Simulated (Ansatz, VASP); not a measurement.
Two plane-wave programs on GdN

```
Gd N
1.0
     0.00000    2.52063    2.52063
     2.52063    0.00000    2.52063
     2.52063    2.52063    0.00000
Gd N
1 1
Direct
  0.50000 0.50000 0.50000
  0.00000 0.00000 0.00000
```

Alike in both runs: task single point; functional PBE; k mesh 8 × 8 × 8; occupations gaussian, width 0.05 eV; collinear spin; Hubbard terms Gd f U = 6.0 eV.

|  | VASP | Ansatz |
| --- | --- | --- |
| version | VASP 6.6.1 | Ansatz 0.2.0 |
| potentials or method | VASP PAW PBE potentials, release 64 (Gd, N), cutoff 520 eV | scalar-relativistic, plane waves, PAW |
| valence electrons in the cell | 23 | 23 |

```tsv
	VASP	Ansatz	Ansatz less VASP
gap on the k mesh at the Fermi level (eV)	none	none	-
pressure (GPa)	-3.0	-3.3	-0.27
net moment per atom (μB)	3.50	3.50	0.000
size of the moment on the site where the two differ most (μB)	6.87	6.94	+0.072
```

Site moments also hang on the region over which each program counts them. The programs project onto different local orbitals, so the same U acts differently, and such runs can settle in different states. A gap of «none» marks a metal or a gap that the smearing closes. Ansatz's warnings: filled band counts differ across k points.

Neither program's run includes spin-orbit coupling.
